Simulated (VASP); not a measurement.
Set up this calculation in VASP 6.6.1, as the native input.

| Property | Result |
| --- | --- |
| Task | single point |
| Functional | PBE |
| Potentials or basis | VASP PAW PBE potentials, release 64 (Cu, O) |
| Cutoff | 520 eV |
| k mesh | 7 × 7 × 7 |
| Occupations | fermi-dirac, width 0.05 eV |
| Spin | no spin polarisation |
| Dipole correction | no |
| Further INCAR settings | ALGO = Normal; EDIFF = 1e-06; NBANDS = 34 |

The structure of CuO lies in POSCAR:

```
CuO
1.0
    4.1609370000      0.0000000000      0.0000000000
    0.0000000000      4.1609370000      0.0000000000
    0.0000000000      0.0000000000      3.8876430000
Cu O
3 3
Direct
    0.9775528800      0.9881666000      0.9603305800
    0.0396695900      0.5261100300      0.5181672900
    0.4811597400      0.9934184900      0.5059234600
    0.0110367000      0.5028174100      0.9754800000
    0.4613573800      0.9887535000      0.9867417100
    0.0292236900      0.0007339600      0.5533569500
```

This cell differs from its parent crystal: atoms moved at random.

One way to write it, as run:

INCAR

```
PREC     = Accurate       # precision mode
ENCUT    = 520            # plane-wave cutoff, eV
EDIFF    = 1E-6           # SCF threshold, eV
ISMEAR   = -1             # smearing method
SIGMA    = 0.05           # smearing width, eV
LREAL    = False          # projectors in reciprocal space
LASPH    = True           # aspherical terms in the spheres
NELM     = 60             # most SCF steps
ALGO     = Normal         # electronic algorithm
ISIF     = 2              # what is computed and relaxed
LWAVE    = False          # write WAVECAR
LCHARG   = True           # write CHGCAR
GGA      = PE             # functional
LELF     = True           # ELF
LVHAR    = True         
NBANDS   = 34             # bands
```

KPOINTS

```
Automatic mesh
0
Gamma
  7 7 7
```

Potentials or basis: VASP PAW PBE potentials, release 64 (Cu, O).

Launch:

```sh
$ cat potpaw_PBE.64/Cu/POTCAR potpaw_PBE.64/O/POTCAR > POTCAR
$ mpirun -np 1 vasp_std > vasp.out
```

It gave:

```
Pressure               : 17.1 GPa
Largest force          : 10.095 eV/Å
Band gap on the k mesh : zero (an odd number of electrons rules out a gap without spin polarisation)
```

Caveat: the cell differs from its parent crystal (atoms moved at random); the cell stands under pressure; an odd number of electrons without spin polarisation forces a metal; a magnetic or distorted state may lie lower; semilocal functionals often make such compounds metallic where correlation or magnetic order opens a gap, which also shifts bond lengths.

Wall time 13 min on 1 thread of Intel Xeon 8259CL, with other jobs on the host, peak memory 0.4 GiB.
